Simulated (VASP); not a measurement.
Runs of VASP 6.6.1 on ZnSe (rocksalt type). The structure is that of space group Fm-3m (No. 225), or close to it. The cells are those of the table. 

```csv
task,cell,k mesh for the DOS,occupations for the DOS,gap on the mesh (eV),pressure (GPa)
single point,"a = 3.795 Å, angles 60.0°, 2 atoms",-,-,none,0.2
single point,"a = 3.637 Å, angles 60.0°, 2 atoms",-,-,none,12.5
single point,"a = 3.110 Å, angles 60.0°, 2 atoms",-,-,none,(a)
single point,"a = 3.402 Å, angles 60.0°, 2 atoms",-,-,none,50.2
single point,"a = 3.718 Å, angles 60.0°, 2 atoms",-,-,none,(b)
single point,"a = 3.271 Å, angles 60.0°, 2 atoms",-,-,none,89.2
```

Alike in all rows: level PBE; potentials or basis VASP PAW PBE potentials, release 64 (Zn, Se); no spin polarisation; k mesh 13 × 13 × 13; cutoff (eV) 520; smearing fermi-dirac 0.1 eV.

**Question.** Estimate the missing entries.

**Answer.** (a) 168.8; (b) 5.3.

A k mesh can miss the band edges, and the runs leave out spin-orbit coupling on Se.

A gap of «none» marks levels without a gap at the run's occupations.
